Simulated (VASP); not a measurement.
Here is a VASP 6.6.1 calculation.

POSCAR

```
InW2
1.0
    4.6753868931      0.0000000000      0.0000000000
   -2.3376934466      4.0490038220      0.0000000000
    0.0000000000      0.0000000000      2.8028171831
In W
1 2
Direct
    0.0000000000      0.0000000000      0.0000000000
    0.3333333333      0.6666666667      0.5000000000
    0.6666666667      0.3333333333      0.5000000000
```

Contents of INCAR.step1:

```
SYSTEM = InW2
ALGO = Normal ; EDIFF = 1E-4
ENCUT = 520 ; GGA = PE
ISMEAR = 0 ; LASPH = .TRUE.
LCHARG = .FALSE. ; LREAL = .FALSE.
LWAVE = .TRUE. ; NBANDS = 28
NELM = 100 ; PREC = Accurate
SIGMA = 0.1
```

File INCAR.step2:

```
SYSTEM = InW2
ALGO = Normal ; EDIFF = 1E-7
ENCUT = 520 ; ISIF = 2
ISMEAR = 0 ; ISTART = 1
LASPH = .TRUE. ; LCHARG = .TRUE.
LELF = .TRUE. ; LMIXTAU = .TRUE.
LREAL = .FALSE. ; LVHAR = .TRUE.
LWAVE = .FALSE. ; METAGGA = R2SCAN
NBANDS = 28 ; NELM = 100
PREC = Accurate ; SIGMA = 0.1
```

KPOINTS

```
k-points
0
G
  12 12 16
  0 0 0
```

Potentials or basis: VASP PAW PBE potentials, release 64 (In_d, W_sv).

The run is started by

```bash
$ cat potpaw_PBE.64/In_d/POTCAR potpaw_PBE.64/W_sv/POTCAR > POTCAR
$ cp INCAR.step1 INCAR
$ mpirun -np 1 vasp_std > vasp.out
$ cp INCAR.step2 INCAR
$ mpirun -np 1 vasp_std > vasp.out
```

Problem. Estimate the pressure.

Solution. 0.7 GPa.

Caveat: the PAW data sets were made with another functional, which shifts forces and pressure a little.
